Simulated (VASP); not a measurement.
# KBr (R-3m) in VASP: notebook

KBr is run at these levels: r2SCAN; tasks: single point.

All numbers are computed with VASP 6.6.1; they aren't measurements. Logs are shortened: lines on timing, memory, paths and dates and some standing lists are left out, and cuts for length are marked.

## 1. The cell of the first run

Symmetry: R-3m, No. 166, trigonal system. The conventional cell has a = 3.696 Å, b = 3.696 Å, c = 18.105 Å, α = 90.00°, β = 90.00°, γ = 120.00°. Within 4.9 Å of K (site symmetry -3m) lie 6 Br at 3.70 Å and 6 K at 3.70 Å. Within 4.9 Å of Br (site symmetry -3m) lie 6 K at 3.70 Å and 6 Br at 3.70 Å.

## 2. Single point, r2SCAN

Contents of POSCAR:

```
KBr
1.0
    1.7421726545      4.3554316363      4.3554316363
    4.3554316363      1.7421726545      4.3554316363
    4.3554316363      4.3554316363      1.7421726545
K Br
1 1
Direct
    0.0000000000      0.0000000000      0.0000000000
    0.5000000000      0.5000000000      0.5000000000
```

Contents of INCAR.step1:

```
PREC = Accurate ; ENCUT = 520
ISMEAR = 0 ; SIGMA = 0.05
LREAL = False ; LASPH = True
NELM = 60 ; NBANDS = 15
GGA = PE ; ALGO = Normal
EDIFF = 1E-4 ; LWAVE = True
LCHARG = False
```

Contents of INCAR.step2:

```
PREC = Accurate ; ENCUT = 520
EDIFF = 1E-7 ; ISMEAR = 0
SIGMA = 0.05 ; LREAL = False
LASPH = True ; NELM = 60
ALGO = Normal ; ISIF = 2
LWAVE = False ; LCHARG = False
METAGGA = R2SCAN ; LMIXTAU = True
NBANDS = 15 ; ISTART = 1
```

Contents of KPOINTS:

```
Automatic mesh
0
Gamma
  8 8 8
```

Potentials or basis: VASP PAW PBE potentials, release 64 (K_sv, Br).

Started as:

```console
$ cat potpaw_PBE.64/K_sv/POTCAR potpaw_PBE.64/Br/POTCAR > POTCAR
$ cp INCAR.step1 INCAR
$ mpirun -np 1 vasp_std > vasp.out
$ cp INCAR.step2 INCAR
$ mpirun -np 1 vasp_std > vasp.out
```

OUTCAR:

```text
PREC = Accurate
   ENCUT = 520
   EDIFF = 1E-7
   ISMEAR = 0
   LREAL = False
   LASPH = True
   NELM = 60
   ISIF = 2
   METAGGA = R2SCAN
   ISTART = 1

 ion  position               nearest neighbor table
   1  0.000  0.000  0.000-
   2  0.500  0.500  0.500-

  LATTYP: Found a trigonal (rhomboedric) cell.
 ALAT       =     6.4011510711
 COS(alpha) =     0.8333333333

  Lattice vectors:

 A1 = (   1.7421726545,   4.3554316363,   4.3554316363)
 A2 = (   4.3554316363,   1.7421726545,   4.3554316363)
 A3 = (   4.3554316363,   4.3554316363,   1.7421726545)

Analysis of symmetry for initial positions (statically):
=====================================================================
 Subroutine PRICEL returns:
 Original cell was already a primitive cell.

 Routine SETGRP: Setting up the symmetry group for a
 trigonal (rhombohedral) supercell.

 Subroutine GETGRP returns: Found 12 space group operations
 (whereof 12 operations were pure point group operations)
 out of a pool of 12 trial point group operations.

The static configuration has the point symmetry D_3d.

Analysis of symmetry for dynamics (positions and initial velocities):
=====================================================================
 Subroutine PRICEL returns:
 Original cell was already a primitive cell.

 Routine SETGRP: Setting up the symmetry group for a
 trigonal (rhombohedral) supercell.

 Subroutine GETGRP returns: Found 12 space group operations
 (whereof 12 operations were pure point group operations)
 out of a pool of 12 trial point group operations.

The dynamic configuration has the point symmetry D_3d.

 Subroutine INISYM returns: Found 12 space group operations
 (whereof 12 operations are pure point group operations),
 and found     1 'primitive' translations

----------------------------------------------------------------------------------------

                                     Primitive cell

  volume of cell :      71.3851

  direct lattice vectors                    reciprocal lattice vectors
     1.742172655  4.355431636  4.355431636    -0.223220637  0.159443312  0.159443312
     4.355431636  1.742172655  4.355431636     0.159443312 -0.223220637  0.159443312
     4.355431636  4.355431636  1.742172655     0.159443312  0.159443312 -0.223220637

  length of vectors
     6.401151071  6.401151071  6.401151071     0.317288184  0.317288184  0.317288184

  position of ions in fractional coordinates (direct lattice)
     0.000000000  0.000000000  0.000000000
     0.500000000  0.500000000  0.500000000

  ion indices of the primitive-cell ions
   primitive index   ion index
                 1           1
                 2           2

----------------------------------------------------------------------------------------

 KPOINTS: Automatic mesh

Automatic generation of k-mesh.
 Grid dimensions read from file:
 generate k-points for:    8    8    8

 Generating k-lattice:

  Cartesian coordinates                     Fractional coordinates (reciprocal lattice)
    -0.027902580  0.019930414  0.019930414     0.125000000  0.000000000  0.000000000
     0.019930414 -0.027902580  0.019930414     0.000000000  0.125000000  0.000000000
     0.019930414  0.019930414 -0.027902580     0.000000000  0.000000000  0.125000000

  Length of vectors
     0.039661023  0.039661023  0.039661023

  Shift w.r.t. Gamma in fractional coordinates (k-lattice)
     0.000000000  0.000000000  0.000000000

 Subroutine IBZKPT returns following result:
 ===========================================

 Found     65 irreducible k-points:

 Following reciprocal coordinates:
            Coordinates               Weight
  0.000000  0.000000  0.000000      1.000000
  0.125000 -0.000000 -0.000000      6.000000
  0.250000 -0.000000 -0.000000      6.000000
  0.375000  0.000000  0.000000      6.000000
  0.500000 -0.000000 -0.000000      3.000000
  0.125000  0.125000 -0.000000      6.000000
[... 16 lines left out ...]
  0.250000  0.125000  0.125000      6.000000
  0.375000  0.125000  0.125000      6.000000
 [... further k-points ...]
   k-points           NKPTS =     65   k-points in BZ     NKDIM =     65   number of bands    NBANDS=     15
   number of dos      NEDOS =    301   number of ions     NIONS =      2
   total plane-waves  NPLWV = 110592
   dimension x,y,z NGX =    48 NGY =   48 NGZ =   48
   dimension x,y,z NGXF=    96 NGYF=   96 NGZF=   96
   ions per type =               1   1
   NGX,Y,Z   is equivalent  to a cutoff of  12.47, 12.47, 12.47 a.u.
   NGXF,Y,Z  is equivalent  to a cutoff of  24.93, 24.93, 24.93 a.u.
 SYSTEM =  unknown system
   PREC   = accura    normal or accurate (medium, high low for compatibility)
   ISTART =      1    job   : 0-new  1-cont  2-samecut
   ICHARG =      0    charge: 1-file 2-atom 10-const
   ISPIN  =      1    spin polarized calculation?
   LNONCOLLINEAR =      F non collinear calculations
   LSORBIT =      F    spin-orbit coupling
   LASPH  =      T    aspherical Exc in radial PAW
   ENCUT  =  520.0 eV  38.22 Ry    6.18 a.u.  11.90 11.90 11.90*2*pi/ulx,y,z
   NELM   =     60;   NELMIN=  2; NELMDL=  0     # of ELM steps
   EDIFF  = 0.1E-06   stopping-criterion for ELM
   LREAL  =      F    real-space projection
   EDIFFG = 0.1E-05   stopping-criterion for IOM
   NSW    =      0    number of steps for IOM
   IBRION =     -1    ionic relax: 0-MD 1-quasi-New 2-CG
   NFREE  =      0    steps in history (QN), initial steepest desc. (CG)
   ISIF   =      2    stress and relaxation
   ISYM   =      2    0-nonsym 1-usesym 2-fastsym
   POTIM  = 0.5000    time-step for ionic-motion
   TEBEG  =    0.0;   TEEND  =   0.0 temperature during run
   PSTRESS=    0.0 pullay stress
   NELECT =      16.0000    total number of electrons
   NUPDOWN=      -1.0000    fix difference up-down
   EMIN   =  10.00;   EMAX   =-10.00  energy-range for DOS
   EFERMI =   0.00;   METHOD = LEGACY
   ISMEAR =     0;   SIGMA  =   0.05  broadening in eV -4-tet -1-fermi 0-gaus
   EFERMI_NEDOS =   21; number of points for ismear=-14 and -15
   IALGO  =     38    algorithm
   IMIX   =      4    mixing-type and parameters
     AMIX     =   0.40;   BMIX     =  1.00
     AMIX_MAG =   1.60;   BMIX_MAG =  1.00
  volume/ion in A,a.u.               =      35.69       240.87
  Fermi-wavevector in a.u.,A,eV,Ry     =   0.994441  1.879221 13.454978  0.988913
  Thomas-Fermi vector in A             =   2.126392
   LORBIT       =      0    0 simple, 1 ext, 2 COOP (PROOUT), +10 PAW based schemes
   METAGGA = R2SCAN    functional components
   LHFCALC =     F    Hartree Fock is set to
   AEXX    =    0.0000 exact exchange contribution
   IVDW    =     0    specifies the selected vdW correction
   LEPSILON=     F    determine dielectric tensor
   LRPA    =     F    only Hartree local field effects (RPA)
 non-spin polarized calculation
 Gauss-broadening in eV      SIGMA  =   0.05
  energy-cutoff  :      520.00
  volume of cell :       71.39
 maximum number of plane-waves:      1942
   NGX = 23   NGY = 23   NGZ = 23

 number of electron      15.9999999 magnetization

 Free energy of the ion-electron system (eV)
  ---------------------------------------------------
  ext. energy  EPLUGINS =         0.00000000
  ---------------------------------------------------
  free energy    TOTEN  =       -21.47033147 eV

  energy without entropy =      -21.47012569  energy(sigma->0) =      -21.47022858

 E-fermi :   0.8219     XC(G=0):  -7.8729

 val. band max:        0.7657707964   @ k =   0.0000   0.0000   0.0000
 cond. band min:       0.8222426100   @ k =   0.0000   0.0000   0.0000
 fundamental gap:      0.0564718136
 Fermi energy:         0.8218830673

 k-point     1 :       0.0000    0.0000    0.0000
  band No.  band energies     occupation
      1     -32.8584      2.00000
      2     -15.4503      2.00000
      3     -15.4503      2.00000
      4     -15.3169      2.00000
      5     -13.5342      2.00000
      6      -2.1057      2.00000
      7       0.7658      1.88751
      8       0.7658      1.88751
      9       0.8222      0.99189
     10       6.0628      0.00000
     11       6.2951      0.00000
     12       6.2951      0.00000
     13       8.3995      0.00000
     14       8.3995      0.00000
     15       8.7013      0.00000

 k-point     2 :       0.1250   -0.0000   -0.0000
  band No.  band energies     occupation
      1     -32.8507      2.00000
      2     -15.5197      2.00000
      3     -15.4652      2.00000
      4     -15.3065      2.00000
      5     -13.4625      2.00000
      6      -2.0425      2.00000
      7       0.1133      2.00000
      8       0.6538      2.00000
      9       1.2747      0.00000
     10       5.8101      0.00000
     11       6.4483      0.00000
     12       6.5770      0.00000
     13       7.6913      0.00000
     14       8.3660      0.00000
     15       9.1653      0.00000

 k-point     3 :       0.2500   -0.0000   -0.0000
  band No.  band energies     occupation
      1     -32.8320      2.00000
      2     -15.6820      2.00000
      3     -15.5008      2.00000
      4     -15.2808      2.00000
      5     -13.2838      2.00000
      6      -1.8715      2.00000
      7      -0.9749      2.00000
      8       0.4018      2.00000
      9       2.2054      0.00000
     10       5.0056      0.00000
     11       6.8962      0.00000
     12       7.2501      0.00000
     13       7.3772      0.00000
     14       8.2694      0.00000
     15       8.7939      0.00000
[... 343 lines left out ...]
 k-point    23 :       0.2500    0.1250    0.1250
  band No.  band energies     occupation
      1     -32.8507      2.00000
      2     -15.5195      2.00000
      3     -15.4652      2.00000
      4     -15.3157      2.00000
      5     -13.4470      2.00000
      6      -2.1774      2.00000
      7       0.1443      2.00000
      8       0.6468      2.00000
      9       1.5331      0.00000
     10       5.8560      0.00000
     11       6.3111      0.00000
     12       6.5925      0.00000
     13       7.7483      0.00000
     14       8.4465      0.00000
     15       8.8612      0.00000

 k-point    24 :       0.3750    0.1250    0.1250
  band No.  band energies     occupation
      1     -32.8320      2.00000
      2     -15.6813      2.00000
      3     -15.5008      2.00000
      4     -15.2885      2.00000
      5     -13.2718      2.00000
      6      -1.9762      2.00000
      7      -0.9513      2.00000
      8       0.3961      2.00000
      9       2.4771      0.00000
     10       5.0708      0.00000
     11       6.4463      0.00000
     12       7.3940      0.00000
     13       7.6555      0.00000
     14       8.3371      0.00000
     15       8.3830      0.00000

 [... further k-points ...]

------------------------ aborting loop because EDIFF is reached ----------------------------------------

  FORCE on cell =-STRESS in cart. coord.  units (eV):
  Direction    XX          YY          ZZ          XY          YZ          ZX
  --------------------------------------------------------------------------------------
  -------------------------------------------------------------------------------------
  Total       -0.3222696     -0.3222696     -0.3222696     -3.3920623     -3.3920623     -3.3920623
  in kB       -7.2330687     -7.2330687     -7.2330687    -76.1319684    -76.1319684    -76.1319684
  external PRESSURE =      -7.2330687 kB  Pullay stress =       0.0000000 kB

 VOLUME and BASIS-vectors are now :
 -----------------------------------------------------------------------------
  energy-cutoff  :      520.00
  volume of cell :       71.39
      direct lattice vectors                 reciprocal lattice vectors
     1.742172655  4.355431636  4.355431636    -0.223220637  0.159443312  0.159443312
     4.355431636  1.742172655  4.355431636     0.159443312 -0.223220637  0.159443312
     4.355431636  4.355431636  1.742172655     0.159443312  0.159443312 -0.223220637

 POSITION                                       TOTAL-FORCE (eV/Angst)
 -----------------------------------------------------------------------------------
      0.00000      0.00000      0.00000         0.000000     -0.000000      0.000000
      5.22652      5.22652      5.22652        -0.000000      0.000000     -0.000000
 -----------------------------------------------------------------------------------
    total drift:                               -0.000000     -0.000000     -0.000000

  FREE ENERGIE OF THE ION-ELECTRON SYSTEM (eV)
  ---------------------------------------------------
  free  energy   TOTEN  =       -21.4703314667 eV

  energy  without entropy=      -21.4701256891  energy(sigma->0) =      -21.47022858
```

Wall time 6.4 min (1 thread of Intel Xeon 6975P-C (Granite Rapids), shared host); peak memory 0.39 GiB.

What came out:

```yaml
Free_energy: -21.4703 eV
Pressure: -0.7 GPa
```

Caveat: the PAW data sets were made with another functional, which shifts forces and pressure a little.

## 3. Single point, r2SCAN

This run uses another cell than the first one, of the same volume but with other edges.

Contents of POSCAR:

```
KBr
1.0
   -0.7135313725      2.9771481404      2.9771481404
    2.9771481404     -0.7135313725      2.9771481404
    2.9771481404      2.9771481404     -0.7135313725
K Br
1 1
Direct
    0.0000000000      0.0000000000      0.0000000000
    0.5000000000      0.5000000000      0.5000000000
```

Contents of INCAR.step1:

```
SYSTEM = KBr
PREC = Accurate
ENCUT = 520
ISMEAR = 0
SIGMA = 0.05
LREAL = .False.
LASPH = .True.
NELM = 100
NBANDS = 15
GGA = PE
ALGO = Normal
EDIFF = 1E-4
LWAVE = .True.
LCHARG = .False.
```

Contents of INCAR.step2:

```
SYSTEM = KBr
PREC = Accurate
ENCUT = 520
EDIFF = 1E-7
ISMEAR = 0
SIGMA = 0.05
LREAL = .False.
LASPH = .True.
NELM = 100
ALGO = Normal
ISIF = 2
LWAVE = .False.
LCHARG = .False.
METAGGA = R2SCAN
LMIXTAU = .True.
NBANDS = 15
ISTART = 1
```

Contents of KPOINTS:

```
Automatic mesh
0
Gamma
  8 8 8
  0 0 0
```

Potentials or basis: VASP PAW PBE potentials, release 64 (K_sv, Br).

Started as:

```console
$ cat potpaw_PBE.64/K_sv/POTCAR potpaw_PBE.64/Br/POTCAR > POTCAR
$ cp INCAR.step1 INCAR
$ mpirun -np 1 vasp_std > vasp.out
$ cp INCAR.step2 INCAR
$ mpirun -np 1 vasp_std > vasp.out
```

Run time: 72 s. Hardware: 1 thread of Intel Xeon 6975P-C (Granite Rapids), shared host; peak memory 0.22 GiB.

Results (log left out):

* Free energy: -23.1464 eV
* Pressure: -0.6 GPa
* Band gap on the k mesh: 4.54 eV

Stress tensor (GPa, compression positive):
```
-0.62  0.42  0.42
 0.42 -0.62  0.42
 0.42  0.42 -0.62
```

Levels at points of the mesh, in eV from the valence-band top:
| k point | band 5 | band 6 | band 7 | band 8 | band 9 | band 10 | band 11 | band 12 |
| --- | --- | --- | --- | --- | --- | --- | --- | --- |
| (0.00, 0.00, 0.00) | -12.23 | -0.38 | -0.38 | 0.00 | 4.54 | 6.96 | 6.96 | 9.30 |
| (0.50, 0.00, 0.00) | -11.96 | -1.61 | -0.56 | -0.17 | 6.85 | 7.90 | 8.60 | 9.76 |
| (0.50, 0.50, 0.00) | -12.23 | -1.24 | -0.96 | -0.20 | 5.97 | 7.34 | 9.27 | 9.37 |
| (0.50, 0.50, 0.50) | -12.15 | -1.38 | -1.06 | -1.06 | 6.83 | 8.99 | 9.18 | 9.18 |

Caveat: the PAW data sets were made with another functional, which shifts forces and pressure a little. A k mesh can miss the band edges.

## 4. Single point, r2SCAN

This run uses another cell than the first one, of the same volume but with other edges.

Contents of POSCAR:

```
KBr
1.0
    0.8025621558      3.7387651650      3.7387651650
    3.7387651650      0.8025621558      3.7387651650
    3.7387651650      3.7387651650      0.8025621558
K Br
1 1
Direct
    0.0000000000      0.0000000000      0.0000000000
    0.5000000000      0.5000000000      0.5000000000
```

Contents of INCAR.step1:

```
SYSTEM = KBr
PREC = Accurate
ENCUT = 520
ISMEAR = 0
SIGMA = 0.05
LREAL = .FALSE.
LASPH = .TRUE.
NELM = 100
NBANDS = 15
GGA = PE
ALGO = Normal
EDIFF = 1E-4
LWAVE = .TRUE.
LCHARG = .FALSE.
```

Contents of INCAR.step2:

```
SYSTEM = KBr
PREC = Accurate
ENCUT = 520
EDIFF = 1E-6
ISMEAR = 0
SIGMA = 0.05
LREAL = .FALSE.
LASPH = .TRUE.
NELM = 100
ALGO = Normal
ISIF = 2
LWAVE = .FALSE.
LCHARG = .FALSE.
METAGGA = R2SCAN
LMIXTAU = .TRUE.
NBANDS = 15
ISTART = 1
```

Contents of KPOINTS:

```
regular mesh
0
G
  8 8 8
  0 0 0
```

Started as:

```console
$ cat potpaw_PBE.64/K_sv/POTCAR potpaw_PBE.64/Br/POTCAR > POTCAR
$ cp INCAR.step1 INCAR
$ mpirun -np 1 vasp_std > vasp.out
$ cp INCAR.step2 INCAR
$ mpirun -np 1 vasp_std > vasp.out
```

It took 3.2 min on 1 thread of Intel Xeon 6975P-C (Granite Rapids), shared host; peak memory 0.29 GiB.

Results (log left out):

```yaml
Free_energy: -22.9551 eV
Pressure: -0.5 GPa
Band_gap_on_the_k_mesh: 3.75 eV
```

Stress tensor (GPa, compression positive):
```
-0.54 -2.34 -2.34
-2.34 -0.54 -2.34
-2.34 -2.34 -0.54
```

Levels at points of the mesh, in eV from the valence-band top:
| k point | band 6 | band 7 | band 8 | band 9 | band 10 | band 11 |
| --- | --- | --- | --- | --- | --- | --- |
| (0.00, 0.00, 0.00) | -1.10 | 0.00 | 0.00 | 3.75 | 6.86 | 8.14 |
| (0.50, 0.00, 0.00) | -1.74 | -1.24 | -0.45 | 6.28 | 6.98 | 9.23 |
| (0.50, 0.50, 0.00) | -1.50 | -1.06 | -0.36 | 5.39 | 7.28 | 8.26 |
| (0.50, 0.50, 0.50) | -1.89 | -0.11 | -0.11 | 6.22 | 6.94 | 9.00 |

Caveat: the PAW data sets were made with another functional, which shifts forces and pressure a little.

## 5. Overview

| cell | gap on the mesh (eV) | pressure (GPa) |
| --- | --- | --- |
| a = 6.401 Å, angles 33.6°, 2 atoms | - | -0.7 |
| a = 4.270 Å, angles 75.3°, 2 atoms | 4.54 | -0.6 |
| a = 5.348 Å, angles 45.7°, 2 atoms | 3.75 | -0.5 |

Alike in all rows: task single point; level r2SCAN; potentials or basis VASP PAW PBE potentials, release 64 (K_sv, Br); no spin polarisation; k mesh 8 × 8 × 8; cutoff (eV) 520; smearing gaussian 0.05 eV.

Caveats: the PAW data sets were made with another functional, which shifts forces and pressure a little.

Total energies depend on the potentials used, so only differences within one code and one set of settings carry meaning.
